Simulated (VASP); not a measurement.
# HF: single point with PBE+D3(BJ)

System: HF.

```xyz
16
Lattice="6.2556 0.0000 0.0000 0.0000 6.2556 0.0000 0.0000 0.0000 6.2556" Properties=species:S:1:pos:R:3 pbc="T T T"
F     4.1283    3.4053    1.4947
F    -0.4921    1.3021    1.0965
F     2.8759   -0.7253    1.6260
F     1.8181    2.8066    2.6183
F     0.8898    1.3734    4.1672
F     3.1457    5.2731    5.0199
F     2.5930    1.4035    6.1356
F     5.2602    5.9409    4.0324
H     3.8168    4.3294    1.5379
H    -1.1694    1.9602    1.0166
H     2.7979   -0.1970    0.8843
H     2.7283    2.8357    2.2946
H     1.3995    1.7465    3.4360
H     3.9984    5.5580    4.6072
H     1.8175    1.2668    5.5901
H     5.8793    6.6957    4.0887
```

```json
{"Program": "VASP 6.6.1", "Task": "single point", "Functional": "PBE", "Dispersion": "D3(BJ)", "Potentials or basis": "VASP PAW PBE potentials, release 64 (F, H)", "Cutoff": "520 eV", "k mesh": "1 × 1 × 1", "Occupations": "fermi-dirac, width 0.02 eV", "Spin": "no spin polarisation"}
```

| Item | Value |
| --- | --- |
| Pressure | 0.4 GPa |
| Largest force | 2.731 eV/Å |
| Dispersion energy per atom | -0.021 eV |

Forces in eV/Å, atoms in the order of the input:
```
F   -0.205 -0.211  0.407
F   -0.123 -0.057 -0.089
F    0.281 -1.276  2.069
F    0.509  0.073 -0.335
F   -0.788 -0.976  1.244
F    0.574 -0.029 -0.298
F   -0.128 -0.159  0.359
F    0.623  0.369 -0.320
H   -0.124  0.188 -0.297
H    0.205  0.074  0.033
H   -0.148  1.522 -2.263
H   -0.024  0.145 -0.235
H    0.202  0.733 -0.681
H   -0.922 -0.153  0.595
H    0.200  0.137 -0.122
H   -0.134 -0.382 -0.069
```

Stress tensor (GPa, compression positive):
```
-0.54  0.17 -0.30
 0.17  0.49 -1.06
-0.30 -1.06  1.29
```

Levels at points of the mesh, in eV from the Fermi level:
```
           k point  band 28  band 29  band 30  band 31  band 32  band 33  band 34  band 35  band 36  band 37
(0.00, 0.00, 0.00)    -1.70    -1.30    -1.26    -0.63    -0.50     5.80     9.33     9.41     9.76    10.00
```

Run time: 46 s on 1 thread of Intel Xeon 8259CL (shared host), peak memory 0.3 GiB.

Caveat: the k points lie up to 1.00 Å⁻¹ apart.
